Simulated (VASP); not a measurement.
# TiO2 (P-6m2) in VASP: further runs

The runs below take TiO2 through relaxation of cell and atoms, single point, with PBE.

All numbers are computed with VASP 6.6.1; they aren't measurements. Logs are shortened: lines on timing, memory, paths and dates and some standing lists are left out, and cuts for length are marked.

**1. The cell of the first run**

The structure is hexagonal, space group P-6m2 (No. 187). Conventional cell: a = 2.883 Å, b = 2.883 Å, c = 5.819 Å, α = 90.00°, β = 90.00°, γ = 120.00°. Within 2.7 Å of Ti (site symmetry -6m2) lie 6 O at 2.01 Å. Within 2.7 Å of O (site symmetry 3m) lie 3 Ti at 2.01 Å and 1 O at 2.25 Å.

**2. Relaxation of cell and atoms, PBE**

INCAR reads:

```
PREC = Accurate
ENCUT = 600
EDIFF = 1E-6
ISMEAR = 0
SIGMA = 0.02
LREAL = F
LASPH = T
NELM = 100
ALGO = Normal
ISIF = 3
LWAVE = F
LCHARG = F
GGA = PE
IBRION = 2
NSW = 100
EDIFFG = -0.01
```

KPOINTS reads:

```
regular mesh
0
Gamma
  12 12 6
```

POSCAR reads:

```
TiO2
1.0
    2.8826649134      0.0000000000      0.0000000000
   -1.4413324567      2.4964610456      0.0000000000
    0.0000000000      0.0000000000      5.8190962263
Ti O
1 2
Direct
    0.0000000000      0.0000000000      0.0000000000
    0.3333333333      0.6666666667      0.1934839446
    0.3333333333      0.6666666667      0.8065160554
```

Potentials or basis: VASP PAW PBE potentials, release 64 (Ti_sv, O).

The run is started by

```
$ cat potpaw_PBE.64/Ti_sv/POTCAR potpaw_PBE.64/O/POTCAR > POTCAR
$ mpirun -np 1 vasp_std > vasp.out
```

OUTCAR:

```text
PREC = Accurate
   ENCUT = 600
   EDIFF = 1E-6
   ISMEAR = 0
   LREAL = F
   LASPH = T
   NELM = 100
   ISIF = 3
   GGA = PE
   IBRION = 2
   NSW = 100
   EDIFFG = -0.01

 ion  position               nearest neighbor table
   1  0.000  0.000  0.000-   2 2.01   3 2.01   2 2.01   3 2.01   2 2.01   3 2.01
   2  0.333  0.667  0.193-   1 2.01   1 2.01   1 2.01
   3  0.333  0.667  0.807-   1 2.01   1 2.01   1 2.01

  LATTYP: Found a hexagonal cell.
 ALAT       =     2.8826649134
 C/A-ratio  =     2.0186516300

  Lattice vectors:

 A1 = (   2.8826649134,   0.0000000000,   0.0000000000)
 A2 = (  -1.4413324567,   2.4964610456,   0.0000000000)
 A3 = (   0.0000000000,   0.0000000000,   5.8190962263)

Analysis of symmetry for initial positions (statically):
=====================================================================
 Subroutine PRICEL returns:
 Original cell was already a primitive cell.

 Routine SETGRP: Setting up the symmetry group for a
 hexagonal supercell.

 Subroutine GETGRP returns: Found 12 space group operations
 (whereof 12 operations were pure point group operations)
 out of a pool of 24 trial point group operations.

The static configuration has the point symmetry D_3h.

Analysis of symmetry for dynamics (positions and initial velocities):
=====================================================================
 Subroutine PRICEL returns:
 Original cell was already a primitive cell.

 Routine SETGRP: Setting up the symmetry group for a
 hexagonal supercell.

 Subroutine GETGRP returns: Found 12 space group operations
 (whereof 12 operations were pure point group operations)
 out of a pool of 24 trial point group operations.

The dynamic configuration has the point symmetry D_3h.

 Subroutine INISYM returns: Found 12 space group operations
 (whereof 12 operations are pure point group operations),
 and found     1 'primitive' translations

----------------------------------------------------------------------------------------

                                     Primitive cell

  volume of cell :      41.8769

  direct lattice vectors                    reciprocal lattice vectors
     2.882664913  0.000000000  0.000000000     0.346901229  0.200283518  0.000000000
    -1.441332457  2.496461046  0.000000000     0.000000000  0.400567035  0.000000000
     0.000000000  0.000000000  5.819096226     0.000000000  0.000000000  0.171847992

  length of vectors
     2.882664913  2.882664913  5.819096226     0.400567035  0.400567035  0.171847992

  position of ions in fractional coordinates (direct lattice)
     0.000000000  0.000000000  0.000000000
     0.333333333  0.666666667  0.193483945
     0.333333333  0.666666667  0.806516055

  ion indices of the primitive-cell ions
   primitive index   ion index
                 1           1
                 2           2
                 3           3

----------------------------------------------------------------------------------------

 KPOINTS: regular mesh

Automatic generation of k-mesh.
 Grid dimensions read from file:
 generate k-points for:   12   12    6

 Generating k-lattice:

  Cartesian coordinates                     Fractional coordinates (reciprocal lattice)
     0.028908436  0.016690293  0.000000000     0.083333333 -0.000000000  0.000000000
     0.000000000  0.033380586  0.000000000     0.000000000  0.083333333  0.000000000
     0.000000000  0.000000000  0.028641332     0.000000000  0.000000000  0.166666667

  Length of vectors
     0.033380586  0.033380586  0.028641332

  Shift w.r.t. Gamma in fractional coordinates (k-lattice)
     0.000000000  0.000000000  0.000000000

 Subroutine IBZKPT returns following result:
 ===========================================

 Found     76 irreducible k-points:

 Following reciprocal coordinates:
            Coordinates               Weight
  0.000000  0.000000  0.000000      1.000000
  0.083333 -0.000000  0.000000      6.000000
  0.166667 -0.000000  0.000000      6.000000
  0.250000 -0.000000  0.000000      6.000000
  0.333333  0.000000  0.000000      6.000000
  0.416667 -0.000000  0.000000      6.000000
[... 16 lines left out ...]
  0.250000 -0.000000  0.166667     12.000000
  0.333333  0.000000  0.166667     12.000000
 [... further k-points ...]
   k-points           NKPTS =     76   k-points in BZ     NKDIM =     76   number of bands    NBANDS=     16
   number of dos      NEDOS =    301   number of ions     NIONS =      3
   total plane-waves  NPLWV =  27648
   dimension x,y,z NGX =    24 NGY =   24 NGZ =   48
   dimension x,y,z NGXF=    48 NGYF=   48 NGZF=   96
   ions per type =               1   2
   NGX,Y,Z   is equivalent  to a cutoff of  13.84, 13.84, 13.71 a.u.
   NGXF,Y,Z  is equivalent  to a cutoff of  27.68, 27.68, 27.43 a.u.
 SYSTEM =  unknown system
   PREC   = accura    normal or accurate (medium, high low for compatibility)
   ISTART =      0    job   : 0-new  1-cont  2-samecut
   ICHARG =      2    charge: 1-file 2-atom 10-const
   ISPIN  =      1    spin polarized calculation?
   LNONCOLLINEAR =      F non collinear calculations
   LSORBIT =      F    spin-orbit coupling
   LASPH  =      T    aspherical Exc in radial PAW
   ENCUT  =  600.0 eV  44.10 Ry    6.64 a.u.   5.76  5.76 11.62*2*pi/ulx,y,z
   NELM   =    100;   NELMIN=  2; NELMDL= -5     # of ELM steps
   EDIFF  = 0.1E-05   stopping-criterion for ELM
   LREAL  =      F    real-space projection
   EDIFFG = -.1E-01   stopping-criterion for IOM
   NSW    =    100    number of steps for IOM
   IBRION =      2    ionic relax: 0-MD 1-quasi-New 2-CG
   NFREE  =      1    steps in history (QN), initial steepest desc. (CG)
   ISIF   =      3    stress and relaxation
   ISYM   =      2    0-nonsym 1-usesym 2-fastsym
   POTIM  = 0.5000    time-step for ionic-motion
   TEBEG  =    0.0;   TEEND  =   0.0 temperature during run
   PSTRESS=    0.0 pullay stress
   NELECT =      24.0000    total number of electrons
   NUPDOWN=      -1.0000    fix difference up-down
   EMIN   =  10.00;   EMAX   =-10.00  energy-range for DOS
   EFERMI =   0.00;   METHOD = LEGACY
   ISMEAR =     0;   SIGMA  =   0.02  broadening in eV -4-tet -1-fermi 0-gaus
   EFERMI_NEDOS =   21; number of points for ismear=-14 and -15
   IALGO  =     38    algorithm
   IMIX   =      4    mixing-type and parameters
     AMIX     =   0.40;   BMIX     =  1.00
     AMIX_MAG =   1.60;   BMIX_MAG =  1.00
  volume/ion in A,a.u.               =      13.96        94.20
  Fermi-wavevector in a.u.,A,eV,Ry     =   1.359838  2.569721 25.159330  1.849159
  Thomas-Fermi vector in A             =   2.486551
   LORBIT       =      0    0 simple, 1 ext, 2 COOP (PROOUT), +10 PAW based schemes
   GGA     = PE    functional components
   LHFCALC =     F    Hartree Fock is set to
   AEXX    =    0.0000 exact exchange contribution
   IVDW    =     0    specifies the selected vdW correction
   LEPSILON=     F    determine dielectric tensor
   LRPA    =     F    only Hartree local field effects (RPA)
 conjugate gradient relaxation of ions
 non-spin polarized calculation
 Gauss-broadening in eV      SIGMA  =   0.02
  energy-cutoff  :      600.00
  volume of cell :       41.88
 maximum number of plane-waves:      1412
 NGX is ok and might be reduce to    24
   NGX = 11   NGY = 11   NGZ = 23

--------------------------------------- Ionic step        1  -------------------------------------------

 number of electron      23.9999997 magnetization

 Free energy of the ion-electron system (eV)
  ---------------------------------------------------
  ext. energy  EPLUGINS =         0.00000000
  ---------------------------------------------------
  free energy    TOTEN  =       -25.14117246 eV

  energy without entropy =      -25.14117246  energy(sigma->0) =      -25.14117246

------------------------ aborting loop because EDIFF is reached ----------------------------------------

  FORCE on cell =-STRESS in cart. coord.  units (eV):
  Direction    XX          YY          ZZ          XY          YZ          ZX
  --------------------------------------------------------------------------------------
  -------------------------------------------------------------------------------------
  Total        0.1055188      0.1055188      0.1614484      0.0000000     -0.0000000      0.0000000
  in kB        4.0370684      4.0370684      6.1768880      0.0000000     -0.0000000      0.0000000
  external PRESSURE =       4.7503416 kB  Pullay stress =       0.0000000 kB

 VOLUME and BASIS-vectors are now :
 -----------------------------------------------------------------------------
  energy-cutoff  :      600.00
  volume of cell :       41.88
      direct lattice vectors                 reciprocal lattice vectors
     2.882664913  0.000000000  0.000000000     0.346901229  0.200283518  0.000000000
    -1.441332457  2.496461046  0.000000000     0.000000000  0.400567035  0.000000000
     0.000000000  0.000000000  5.819096226     0.000000000  0.000000000  0.171847992
[... 38 lines left out ...]
 POSITION                                       TOTAL-FORCE (eV/Angst)
 -----------------------------------------------------------------------------------
      2.88756      0.00000      0.00000        -0.000000      0.000000      0.000000
     -0.00000      1.66713      1.13270         0.000000      0.000000     -0.142478
     -0.00000      1.66713      4.70151         0.000000     -0.000000      0.142478
 -----------------------------------------------------------------------------------
    total drift:                                0.000001     -0.000000     -0.000000

  FREE ENERGIE OF THE ION-ELECTRON SYSTEM (eV)
  ---------------------------------------------------
  free  energy   TOTEN  =       -25.1405720515 eV

  energy  without entropy=      -25.1405720515  energy(sigma->0) =      -25.14057205

--------------------------------------- Ionic step        3  -------------------------------------------

 number of electron      23.9999997 magnetization

 Free energy of the ion-electron system (eV)
  ---------------------------------------------------
  ext. energy  EPLUGINS =         0.00000000
  ---------------------------------------------------
  free energy    TOTEN  =       -25.14141180 eV

  energy without entropy =      -25.14141180  energy(sigma->0) =      -25.14141180

 E-fermi :   1.6607     XC(G=0):  -9.3213

 val. band max:        1.4259648010   @ k =   0.1667   0.0833   0.0000
 cond. band min:       2.4574030966   @ k =   0.2500   0.2500   0.0000
 fundamental gap:      1.0314382955
 Fermi energy:         1.6606918951

 k-point     1 :       0.0000    0.0000    0.0000
  band No.  band energies     occupation
      1     -55.5111      2.00000
      2     -31.6898      2.00000
      3     -31.4876      2.00000
      4     -31.4876      2.00000
      5     -16.6654      2.00000
      6     -14.8365      2.00000
[... 8 lines left out ...]
     15       5.4457      0.00000
     16       5.4763      0.00000
[... 419 lines left out ...]
 k-point    24 :       0.3333    0.0000    0.1667
  band No.  band energies     occupation
      1     -55.4352      2.00000
      2     -32.0212      2.00000
      3     -31.5941      2.00000
      4     -31.5594      2.00000
      5     -15.8581      2.00000
      6     -14.9362      2.00000
[... 8 lines left out ...]
     15       5.5235      0.00000
     16       5.8326      0.00000

 [... further k-points ...]
[... 5 lines left out ...]
  --------------------------------------------------------------------------------------
  -------------------------------------------------------------------------------------
  Total        0.0110965      0.0110965     -0.0179921      0.0000000      0.0000000     -0.0000000
  in kB        0.4236661      0.4236661     -0.6869458      0.0000000      0.0000000     -0.0000000
  external PRESSURE =       0.0534621 kB  Pullay stress =       0.0000000 kB

 VOLUME and BASIS-vectors are now :
 -----------------------------------------------------------------------------
  energy-cutoff  :      600.00
  volume of cell :       41.96
      direct lattice vectors                 reciprocal lattice vectors
     2.884351175  0.000000000  0.000000000     0.346698422  0.200166427  0.000000000
    -1.442175588  2.497921391 -0.000000000    -0.000000000  0.400332854  0.000000000
     0.000000000 -0.000000000  5.824304454    -0.000000000  0.000000000  0.171694321

 POSITION                                       TOTAL-FORCE (eV/Angst)
 -----------------------------------------------------------------------------------
     -0.00000     -0.00000      5.82430         0.000000     -0.000000     -0.000000
     -0.00000      1.66528      1.12825        -0.000000     -0.000000      0.002343
     -0.00000      1.66528      4.69606        -0.000000      0.000000     -0.002343
 -----------------------------------------------------------------------------------
    total drift:                                0.000001     -0.000000     -0.000000

  FREE ENERGIE OF THE ION-ELECTRON SYSTEM (eV)
  ---------------------------------------------------
  free  energy   TOTEN  =       -25.1414118008 eV

  energy  without entropy=      -25.1414118008  energy(sigma->0) =      -25.14141180

 reached required accuracy - stopping structural energy minimisation
```

Run time: 43 s. Hardware: 1 thread of Intel Xeon 6975P-C (Granite Rapids), shared host; peak memory 0.21 GiB.

What came out:

```
Free energy                            : -25.1414 eV
Relaxed volume                         : 13.99 Å³/atom
Relaxed cell                           : a = 2.884 Å, b = 2.884 Å, c = 5.824 Å, α = 90.00°, β = 90.00°, γ = 120.00°
Space group after relaxing (to 0.05 Å) : P-6m2 (No. 187)
Energy gained by relaxing              : 0.1 meV/atom
Ionic steps                            : 3
Pressure after relaxing                : 0.0 GPa
Band gap on the k mesh                 : 1.03 eV, indirect (least direct gap 1.26 eV)
```

Forces in eV/Å, atoms in the order of the input:
```
Ti   0.000  0.000  0.000
O    0.000  0.000  0.002
O    0.000  0.000 -0.002
```

Stress tensor (GPa, compression positive):
```
 0.04  0.00  0.00
 0.00  0.04  0.00
 0.00  0.00 -0.07
```

The path:
| step | energy change (eV) | largest force (eV/Å) | pressure (GPa) | volume (Å³) |
| --- | --- | --- | --- | --- |
| 1 | 0.0000 | 0.0801 | 0.48 | 41.88 |
| 2 | 0.0006 | 0.1425 | -0.84 | 42.13 |
| 3 | -0.0002 | 0.0023 | 0.01 | 41.96 |

Final structure:
```cif
data_structure
_symmetry_space_group_name_H-M 'P 1'
_symmetry_Int_Tables_number 1
_cell_length_a 2.8844
_cell_length_b 2.8844
_cell_length_c 5.8243
_cell_angle_alpha 90.000
_cell_angle_beta 90.000
_cell_angle_gamma 120.000
_cell_volume 41.96
loop_
_atom_site_label
_atom_site_type_symbol
_atom_site_fract_x
_atom_site_fract_y
_atom_site_fract_z
_atom_site_occupancy
Ti1 Ti 0.00000 0.00000 0.00000 1
O1 O 0.33333 0.66667 0.19371 1
O2 O 0.33333 0.66667 0.80629 1
```

Levels at points of the mesh, in eV from the valence-band top:
| k point | band 9 | band 10 | band 11 | band 12 | band 13 | band 14 | band 15 | band 16 |
| --- | --- | --- | --- | --- | --- | --- | --- | --- |
| (0.00, 0.00, 0.00) | -3.05 | -1.72 | -1.72 | -0.13 | 2.88 | 4.02 | 4.02 | 4.05 |
| (0.50, 0.00, 0.00) | -3.29 | -2.96 | -1.73 | -0.23 | 1.50 | 3.65 | 3.72 | 4.79 |
| (0.00, 0.00, 0.50) | -3.05 | -1.72 | -1.72 | -0.64 | 3.05 | 4.02 | 4.02 | 4.06 |
| (0.50, 0.00, 0.50) | -3.16 | -2.97 | -1.72 | -0.45 | 1.55 | 3.66 | 3.72 | 4.71 |

A k mesh can miss the band edges. As with any semilocal functional, this PBE gap is likely too small.

(Part 1 of 2 ends here.)
